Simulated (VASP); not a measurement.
# SnO (P4/nmm) in VASP: relaxation of shape and atoms at fixed volume with r2SCAN+D3(BJ)

Aim: the relaxation of shape and atoms at fixed volume of SnO with r2SCAN+D3(BJ).

All numbers are computed with VASP 6.6.1; they aren't measurements. Logs are shortened: lines on timing, memory, paths and dates and some standing lists are left out, and cuts for length are marked.

## (1) The cell of the first run

It takes space group P4/nmm (No. 129, tetragonal). Conventional cell: a = 3.791 Å, b = 3.791 Å, c = 4.796 Å, α = 90.00°, β = 90.00°, γ = 90.00°. Within 2.9 Å of Sn (site symmetry 4mm) lie 4 O at 2.21 Å. Within 2.9 Å of O (site symmetry -4m2) lie 4 Sn at 2.21 Å and 4 O at 2.68 Å.

## (2) Relaxation of shape and atoms at fixed volume, r2SCAN+D3(BJ) (17.24 Å³/atom)

File POSCAR:

```
SnO
1.0
    3.7913703682      0.0000000000      0.0000000000
    0.0000000000      3.7913703682      0.0000000000
    0.0000000000      0.0000000000      4.7962572746
Sn O
2 2
Direct
    0.5000000000      0.0000000000      0.2385828706
    0.0000000000      0.5000000000      0.7614171294
    0.0000000000      0.0000000000      0.0000000000
    0.5000000000      0.5000000000      0.0000000000
```

File INCAR.step1:

```
  ALGO = Normal
  EDIFF = 1E-4
  ENCUT = 600
  GGA = PE
  ISMEAR = 0
  LASPH = T
  LCHARG = F
  LREAL = F
  LWAVE = T
  NELM = 60
  PREC = Accurate
  SIGMA = 0.05
```

File INCAR.step2:

```
  ALGO = Normal
  EDIFF = 1E-7
  EDIFFG = -0.01
  ENCUT = 600
  IBRION = 2
  ISIF = 4
  ISMEAR = 0
  ISTART = 1
  IVDW = 12
  LASPH = T
  LCHARG = F
  LMIXTAU = T
  LREAL = F
  LWAVE = F
  METAGGA = R2SCAN
  NELM = 60
  NSW = 60
  PREC = Accurate
  SIGMA = 0.05
  VDW_A1 = 0.49484001
  VDW_A2 = 5.73083694
  VDW_S6 = 1.0
  VDW_S8 = 0.78981345
```

File KPOINTS:

```
k-points
0
Gamma
  10 10 8
```

Potentials or basis: VASP PAW PBE potentials, release 64 (Sn_d, O).

Command:

```console
$ cat potpaw_PBE.64/Sn_d/POTCAR potpaw_PBE.64/O/POTCAR > POTCAR
$ cp INCAR.step1 INCAR
$ mpirun -np 1 vasp_std > vasp.out
$ cp INCAR.step2 INCAR
$ mpirun -np 1 vasp_std > vasp.out
```

OUTCAR:

```text
EDIFF = 1E-7
   EDIFFG = -0.01
   ENCUT = 600
   IBRION = 2
   ISIF = 4
   ISMEAR = 0
   ISTART = 1
   IVDW = 12
   LASPH = T
   LREAL = F
   METAGGA = R2SCAN
   NELM = 60
   NSW = 60
   PREC = Accurate
 IVDW          = 12

 ion  position               nearest neighbor table
   1  0.500  0.000  0.239-   3 2.21   4 2.21   4 2.21   3 2.21   2 3.52   2 3.52   2 3.52   2 3.52
                             2 3.67   2 3.67   2 3.67   2 3.67
   2  0.000  0.500  0.761-   3 2.21   4 2.21   3 2.21   4 2.21   1 3.52   1 3.52   1 3.52   1 3.52
                             1 3.67   1 3.67   1 3.67   1 3.67
   3  0.000  0.000  0.000-   1 2.21   2 2.21   2 2.21   1 2.21
   4  0.500  0.500  0.000-   1 2.21   2 2.21   1 2.21   2 2.21

  LATTYP: Found a simple tetragonal cell.
 ALAT       =     3.7913703682
 C/A-ratio  =     1.2650458301

  Lattice vectors:

 A1 = (   3.7913703682,   0.0000000000,   0.0000000000)
 A2 = (   0.0000000000,   3.7913703682,   0.0000000000)
 A3 = (   0.0000000000,   0.0000000000,   4.7962572746)

Analysis of symmetry for initial positions (statically):
=====================================================================
 Subroutine PRICEL returns:
 Original cell was already a primitive cell.

 Routine SETGRP: Setting up the symmetry group for a
 simple tetragonal supercell.

 Subroutine GETGRP returns: Found 16 space group operations
 (whereof  8 operations were pure point group operations)
 out of a pool of 16 trial point group operations.

The static configuration has the point symmetry D_2d.
 The point group associated with its full space group is D_4h.

Analysis of symmetry for dynamics (positions and initial velocities):
=====================================================================
 Subroutine PRICEL returns:
 Original cell was already a primitive cell.

 Routine SETGRP: Setting up the symmetry group for a
 simple tetragonal supercell.

 Subroutine GETGRP returns: Found 16 space group operations
 (whereof  8 operations were pure point group operations)
 out of a pool of 16 trial point group operations.

The dynamic configuration has the point symmetry D_2d.
 The point group associated with its full space group is D_4h.

 Subroutine INISYM returns: Found 16 space group operations
 (whereof  8 operations are pure point group operations),
 and found     1 'primitive' translations

----------------------------------------------------------------------------------------

                                     Primitive cell

  volume of cell :      68.9437

  direct lattice vectors                    reciprocal lattice vectors
     3.791370368  0.000000000  0.000000000     0.263756875  0.000000000  0.000000000
     0.000000000  3.791370368  0.000000000     0.000000000  0.263756875  0.000000000
     0.000000000  0.000000000  4.796257275     0.000000000  0.000000000  0.208495905

  length of vectors
     3.791370368  3.791370368  4.796257275     0.263756875  0.263756875  0.208495905

  position of ions in fractional coordinates (direct lattice)
     0.500000000  0.000000000  0.238582871
     0.000000000  0.500000000  0.761417129
     0.000000000  0.000000000  0.000000000
     0.500000000  0.500000000  0.000000000

  ion indices of the primitive-cell ions
   primitive index   ion index
                 1           1
                 2           2
                 3           3
                 4           4

----------------------------------------------------------------------------------------

 KPOINTS: k-points

Automatic generation of k-mesh.
 Grid dimensions read from file:
 generate k-points for:   10   10    8

 Generating k-lattice:

  Cartesian coordinates                     Fractional coordinates (reciprocal lattice)
     0.026375687  0.000000000  0.000000000     0.100000000  0.000000000  0.000000000
     0.000000000  0.026375687  0.000000000     0.000000000  0.100000000  0.000000000
     0.000000000  0.000000000  0.026061988     0.000000000  0.000000000  0.125000000

  Length of vectors
     0.026375687  0.026375687  0.026061988

  Shift w.r.t. Gamma in fractional coordinates (k-lattice)
     0.000000000  0.000000000  0.000000000

 Subroutine IBZKPT returns following result:
 ===========================================

 Found    105 irreducible k-points:

 Following reciprocal coordinates:
            Coordinates               Weight
  0.000000  0.000000  0.000000      1.000000
  0.100000  0.000000  0.000000      4.000000
  0.200000  0.000000  0.000000      4.000000
  0.300000  0.000000  0.000000      4.000000
  0.400000  0.000000  0.000000      4.000000
  0.500000  0.000000  0.000000      2.000000
[... 16 lines left out ...]
  0.100000  0.000000  0.125000      8.000000
  0.200000  0.000000  0.125000      8.000000
 [... further k-points ...]
   k-points           NKPTS =    105   k-points in BZ     NKDIM =    105   number of bands    NBANDS=     24
   number of dos      NEDOS =    301   number of ions     NIONS =      4
   total plane-waves  NPLWV =  36000
   dimension x,y,z NGX =    30 NGY =   30 NGZ =   40
   dimension x,y,z NGXF=    60 NGYF=   60 NGZF=   80
   ions per type =               2   2
   NGX,Y,Z   is equivalent  to a cutoff of  13.15, 13.15, 13.86 a.u.
   NGXF,Y,Z  is equivalent  to a cutoff of  26.31, 26.31, 27.73 a.u.
 SYSTEM =  unknown system
   PREC   = accura    normal or accurate (medium, high low for compatibility)
   ISTART =      1    job   : 0-new  1-cont  2-samecut
   ICHARG =      0    charge: 1-file 2-atom 10-const
   ISPIN  =      1    spin polarized calculation?
   LNONCOLLINEAR =      F non collinear calculations
   LSORBIT =      F    spin-orbit coupling
   LASPH  =      T    aspherical Exc in radial PAW
   ENCUT  =  600.0 eV  44.10 Ry    6.64 a.u.   7.57  7.57  9.58*2*pi/ulx,y,z
   NELM   =     60;   NELMIN=  2; NELMDL=  0     # of ELM steps
   EDIFF  = 0.1E-06   stopping-criterion for ELM
   LREAL  =      F    real-space projection
   EDIFFG = -.1E-01   stopping-criterion for IOM
   NSW    =     60    number of steps for IOM
   IBRION =      2    ionic relax: 0-MD 1-quasi-New 2-CG
   NFREE  =      1    steps in history (QN), initial steepest desc. (CG)
   ISIF   =      4    stress and relaxation
   ISYM   =      2    0-nonsym 1-usesym 2-fastsym
   POTIM  = 0.5000    time-step for ionic-motion
   TEBEG  =    0.0;   TEEND  =   0.0 temperature during run
   PSTRESS=    0.0 pullay stress
   NELECT =      40.0000    total number of electrons
   NUPDOWN=      -1.0000    fix difference up-down
   EMIN   =  10.00;   EMAX   =-10.00  energy-range for DOS
   EFERMI =   0.00;   METHOD = LEGACY
   ISMEAR =     0;   SIGMA  =   0.05  broadening in eV -4-tet -1-fermi 0-gaus
   EFERMI_NEDOS =   21; number of points for ismear=-14 and -15
   IALGO  =     38    algorithm
   IMIX   =      4    mixing-type and parameters
     AMIX     =   0.40;   BMIX     =  1.00
     AMIX_MAG =   1.60;   BMIX_MAG =  1.00
  volume/ion in A,a.u.               =      17.24       116.31
  Fermi-wavevector in a.u.,A,eV,Ry     =   1.365410  2.580251 25.365960  1.864345
  Thomas-Fermi vector in A             =   2.491641
   LORBIT       =      0    0 simple, 1 ext, 2 COOP (PROOUT), +10 PAW based schemes
   METAGGA = R2SCAN    functional components
   LHFCALC =     F    Hartree Fock is set to
   AEXX    =    0.0000 exact exchange contribution
   IVDW    =    12    specifies the selected vdW correction
   LEPSILON=     F    determine dielectric tensor
   LRPA    =     F    only Hartree local field effects (RPA)
 conjugate gradient relaxation of ions
 non-spin polarized calculation
 Gauss-broadening in eV      SIGMA  =   0.05
  energy-cutoff  :      600.00
  volume of cell :       68.94
 maximum number of plane-waves:      2323
   NGX = 15   NGY = 15   NGZ = 19

--------------------------------------- Ionic step        1  -------------------------------------------

 number of electron      40.0000031 magnetization

 Free energy of the ion-electron system (eV)
  ---------------------------------------------------
  ext. energy  EPLUGINS =         0.00000000
  ---------------------------------------------------
  free energy    TOTEN  =       -66.90052370 eV

  energy without entropy =      -66.90047103  energy(sigma->0) =      -66.90049737

------------------------ aborting loop because EDIFF is reached ----------------------------------------

 Edisp (eV)   -0.44962

 E8    (eV) :    -0.1531

  FORCE on cell =-STRESS in cart. coord.  units (eV):
  Direction    XX          YY          ZZ          XY          YZ          ZX
  --------------------------------------------------------------------------------------
  -------------------------------------------------------------------------------------
  Total       0.39283     0.39283     0.30086     0.00000     0.00000     0.00000
  in kB       9.12891     9.12891     6.99173     0.00000     0.00000     0.00000
  external pressure =        8.42 kB  Pullay stress =        0.00 kB
[... 149 lines left out ...]
  energy  without entropy=      -67.3524428754  energy(sigma->0) =      -67.35251693

--------------------------------------- Ionic step        5  -------------------------------------------

 number of electron      40.0000026 magnetization

 Free energy of the ion-electron system (eV)
  ---------------------------------------------------
  ext. energy  EPLUGINS =         0.00000000
  ---------------------------------------------------
  free energy    TOTEN  =       -66.90305532 eV

  energy without entropy =      -66.90293039  energy(sigma->0) =      -66.90299286

 E-fermi :   7.4144     XC(G=0): -11.0385

 val. band max:        7.3824036807   @ k =   0.0000   0.0000   0.0000
 cond. band min:       7.4411605749   @ k =   0.5000   0.5000   0.0000
 fundamental gap:      0.0587568942
 Fermi energy:         7.4143797388

 k-point     1 :       0.0000    0.0000    0.0000
  band No.  band energies     occupation
      1     -15.6373      2.00000
      2     -15.0701      2.00000
      3     -15.0636      2.00000
      4     -15.0636      2.00000
      5     -15.0134      2.00000
      6     -14.9930      2.00000
[... 637 lines left out ...]
     23      11.9809      0.00000
     24      13.0191      0.00000

 [... further k-points ...]

------------------------ aborting loop because EDIFF is reached ----------------------------------------

 Edisp (eV)   -0.44967

 E8    (eV) :    -0.1531

  FORCE on cell =-STRESS in cart. coord.  units (eV):
  Direction    XX          YY          ZZ          XY          YZ          ZX
  --------------------------------------------------------------------------------------
  -------------------------------------------------------------------------------------
  Total      -0.03658    -0.03658    -0.03179     0.00000     0.00000     0.00000
  in kB      -0.85004    -0.85004    -0.73871     0.00000     0.00000     0.00000
  external pressure =       -0.81 kB  Pullay stress =        0.00 kB
[... 19 lines left out ...]
  FREE ENERGIE OF THE ION-ELECTRON SYSTEM (eV)
  ---------------------------------------------------
  free  energy   TOTEN  =       -67.3527229776 eV

  energy  without entropy=      -67.3525980528  energy(sigma->0) =      -67.35266052

 reached required accuracy - stopping structural energy minimisation
```

It took 36 min on 1 thread of Oxide Virtual Turin-like, shared host; peak memory 0.31 GiB.

What came out:

| Quantity | Value |
| --- | --- |
| Free energy | -67.3527 eV |
| Energy gained by relaxing | 0.6 meV/atom |
| Ionic steps | 5 |
| Pressure after relaxing | -0.1 GPa |
| Band gap on the k mesh | 0.06 eV (least direct gap 2.21 eV) |
| Dispersion energy per atom | -0.112 eV |

The path:
```
step  energy change (eV)  largest force (eV/Å)  pressure (GPa)  volume (Å³)
   1              0.0000                0.2044            0.84        68.94
   2             -0.0022                0.0065            0.14        68.94
   3             -0.0022                0.0088            0.11        68.94
   4             -0.0024                0.0048            0.02        68.94
   5             -0.0026                0.0003           -0.08        68.94
```

Final structure:
```xyz
4
Lattice="3.8008 0.0000 0.0000 0.0000 3.8008 0.0000 0.0000 0.0000 4.7724" Properties=species:S:1:pos:R:3 pbc="T T T"
Sn    1.9004    3.8008    1.1503
Sn    0.0000    1.9004    3.6221
O     0.0000    0.0000    0.0000
O     1.9004    1.9004    0.0000
```

Caveat: semilocal functionals underestimate gaps, and a narrow one can read as zero; the PAW data sets were made with another functional, which shifts forces and pressure a little; spin-orbit coupling is left out, which moves the levels of the heavy elements. A k mesh can miss the band edges.
